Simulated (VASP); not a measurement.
NaSrYWO6:

```
Na Sr Y W O
1.0
     0.00000    4.17202    4.17202
     4.17202    0.00000    4.17202
     4.17202    4.17202    0.00000
Na Sr Y W O
1 1 1 1 6
Direct
  0.25000 0.25000 0.25000
  0.75000 0.75000 0.75000
  0.50000 0.50000 0.50000
  0.00000 0.00000 0.00000
  0.76667 0.23333 0.23333
  0.23333 0.76667 0.76667
  0.76667 0.76667 0.23333
  0.23333 0.23333 0.76667
  0.23333 0.76667 0.23333
  0.76667 0.23333 0.76667
```

```yaml
Program: VASP 6.6.1
Task: relaxation of cell and atoms
Functional: PBE
Potentials_or_basis: VASP PAW PBE potentials, release 64 (Na_pv, Sr_sv, Y_sv, W_sv, O)
Cutoff: 600 eV
k_mesh: 6 × 6 × 6
Occupations: gaussian, width 0.02 eV
Spin: no spin polarisation
```

At the start: pressure -2.8 GPa; volume 14.52 Å³/atom.

**Question.** Where does the relaxation end?

**Answer.** Over 7 steps the energy falls by 2.4 meV/atom and the volume is 14.27 Å³/atom (-1.7 %); space group F-43m (No. 216, to 0.1 Å) before and after.

The path:
```
step  energy change (eV)  largest force (eV/Å)  pressure (GPa)  volume (Å³)
   1              0.0000                0.3016           -2.75       145.23
   2              0.0350                0.7666            4.05       140.06
   3             -0.0232                0.0884           -0.27       143.18
   4             -0.0232                0.0964           -0.21       143.14
   5             -0.0241                0.0226            0.10       142.61
   6             -0.0242                0.0059            0.03       142.74
   7             -0.0242                0.0034            0.04       142.73
```

Final structure:
```
CELL_PARAMETERS angstrom
0.00000 4.14790 4.14790
4.14790 0.00000 4.14790
4.14790 4.14790 0.00000
ATOMIC_POSITIONS crystal
Na 0.25000 0.25000 0.25000
Sr 0.75000 0.75000 0.75000
Y 0.50000 0.50000 0.50000
W 0.00000 0.00000 0.00000
O 0.76702 0.23298 0.23298
O 0.23298 0.76702 0.76702
O 0.76702 0.76702 0.23298
O 0.23298 0.23298 0.76702
O 0.23298 0.76702 0.23298
O 0.76702 0.23298 0.76702
```
